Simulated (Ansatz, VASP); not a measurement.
**Y: VASP beside Ansatz**

```
CELL_PARAMETERS angstrom
3.37104 0.00000 0.00000
-1.68552 2.91941 0.00000
0.00000 0.00000 3.25074
ATOMIC_POSITIONS crystal
Y 0.00000 0.00000 0.00000
```

Change from the starting cell: volume scaled by 0.95, LAPW.

Alike in both runs: task single point; functional PBE; k mesh 14 × 14 × 13; occupations fermi-dirac, width 0.05 eV; no spin polarisation.

```csv
,VASP,Ansatz
version,VASP 6.6.1,Ansatz 0.2.0
potentials or method,"VASP PAW PBE potentials, release 64 (Y_sv), cutoff 520 eV","all-electron LAPW, scalar-relativistic"
```

|  | VASP | Ansatz | Ansatz less VASP |
| --- | --- | --- | --- |
| pressure (GPa) | 1.7 | 1.7 | +0.07 |

Ansatz ran all-electron here, and VASP with PAW potentials.
